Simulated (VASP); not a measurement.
Input of a VASP 6.6.1 run:

INCAR

```
ALGO     = Normal         # electronic algorithm
DIPOL    = 0.5 0.5 0.323
EDIFF    = 1E-6           # SCF threshold, eV
ENCUT    = 520            # plane-wave cutoff, eV
GGA      = PE             # functional
IDIPOL   = 3            
ISIF     = 2              # what is computed and relaxed
ISMEAR   = 0              # smearing method
LASPH    = True           # aspherical terms in the spheres
LCHARG   = True           # write CHGCAR
LDIPOL   = True         
LELF     = True           # ELF
LREAL    = False          # projectors in reciprocal space
LVACPOTAV= True         
LVHAR    = True         
LWAVE    = False          # write WAVECAR
NBANDS   = 86             # bands
NELM     = 100            # most SCF steps
PREC     = Accurate       # precision mode
SIGMA    = 0.1            # smearing width, eV
```

The input KPOINTS:

```
k-points
0
Gamma
  5 6 1
```

POSCAR

```
Ti6H
1.0
    5.6639455763      0.0000000000      0.0000000000
    0.0000000000      4.5793473381      0.0000000000
    0.0000000000      0.0000000000     24.5506933039
Ti H
12 2
Direct
    0.2500000000      0.0000000000      0.1629281891
    0.7500000000      0.0000000000      0.1629281891
    0.0000000000      0.5000000000      0.2167736627
    0.5000000000      0.5000000000      0.2167736627
    0.2500000000      0.0000000000      0.2706191363
    0.7500000000      0.0000000000      0.2706191363
    0.2500000000      0.5000000000      0.3256599435
    0.7500000000      0.5000000000      0.3256599435
    0.0000000000      0.0000000000      0.3779650127
    0.5000000000      0.0000000000      0.3779650127
    0.2500000000      0.5000000000      0.4297513383
    0.7500000000      0.5000000000      0.4297513383
   -0.1319751382      0.0000000000      0.4741492698
    0.1319751382      0.0000000000      0.4741492698
```

Potentials or basis: VASP PAW PBE potentials, release 64 (Ti_sv, H).

The run is started by

```bash
$ cat potpaw_PBE.64/Ti_sv/POTCAR potpaw_PBE.64/H/POTCAR > POTCAR
$ mpirun -np 1 vasp_std > vasp.out
```

(1) What does it give for the largest force?

(2) Predict the band gap on the k mesh.

Answers

(1) 1.561 eV/Å.

(2) zero (bands 73 and 74 overlap by 0.14 eV).
